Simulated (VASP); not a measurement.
A run of VASP 6.6.1 is set up as follows.

Contents of POSCAR:

```
MnS
1.0
    3.9760000000      0.0000000000      0.0000000000
   -1.9880000000      3.4433170100      0.0000000000
    0.0000000000      0.0000000000      6.4320000000
Mn S
2 2
Direct
    0.3333333300      0.6666666700      0.0000000000
    0.6666666700      0.3333333300      0.5000000000
    0.3333333300      0.6666666700      0.3850000000
    0.6666666700      0.3333333300      0.8850000000
```

Contents of INCAR.step1:

```
SYSTEM = MnS
PREC     = Accurate       ! precision mode
ENCUT    = 520            ! plane-wave cutoff, eV
ISMEAR   = -1             ! smearing method
SIGMA    = 0.05           ! smearing width, eV
LREAL    = .False.        ! projectors in reciprocal space
LASPH    = .True.         ! aspherical terms in the spheres
NELM     = 100            ! most SCF steps
NBANDS   = 27             ! bands
GGA      = PE             ! functional
ALGO     = Normal         ! electronic algorithm
EDIFF    = 1E-4           ! SCF threshold, eV
LWAVE    = .True.         ! write WAVECAR
LCHARG   = .False.        ! write CHGCAR
```

The input INCAR.step2:

```
SYSTEM = MnS
PREC     = Accurate       ! precision mode
ENCUT    = 520            ! plane-wave cutoff, eV
EDIFF    = 1E-7           ! SCF threshold, eV
ISMEAR   = -1             ! smearing method
SIGMA    = 0.05           ! smearing width, eV
LREAL    = .False.        ! projectors in reciprocal space
LASPH    = .True.         ! aspherical terms in the spheres
NELM     = 100            ! most SCF steps
ALGO     = Normal         ! electronic algorithm
ISIF     = 2              ! what is computed and relaxed
LWAVE    = .False.        ! write WAVECAR
LCHARG   = .True.         ! write CHGCAR
METAGGA  = R2SCAN         ! meta-GGA
LMIXTAU  = .True.       
LELF     = .True.         ! ELF
LVHAR    = .True.       
NBANDS   = 27             ! bands
ISTART   = 1
```

File KPOINTS:

```
Automatic mesh
0
Gamma
  8 8 5
  0 0 0
```

Potentials or basis: VASP PAW PBE potentials, release 64 (Mn_pv, S).

Run with:

```console
$ cat potpaw_PBE.64/Mn_pv/POTCAR potpaw_PBE.64/S/POTCAR > POTCAR
$ cp INCAR.step1 INCAR
$ mpirun -np 1 vasp_std > vasp.out
$ cp INCAR.step2 INCAR
$ mpirun -np 1 vasp_std > vasp.out
```

(1) Estimate the band gap on the k mesh.

(2) Estimate the pressure.

Answers

(1) zero (band 19 reaches 4.63 eV, above the bottom of band 20 at 3.60 eV).

(2) -20.7 GPa.

Caveat: the PAW data sets were made with another functional, which shifts forces and pressure a little; the run has no spin polarisation, though such a crystal can be magnetic; semilocal functionals often make such compounds metallic where correlation or magnetic order opens a gap, which also shifts bond lengths.
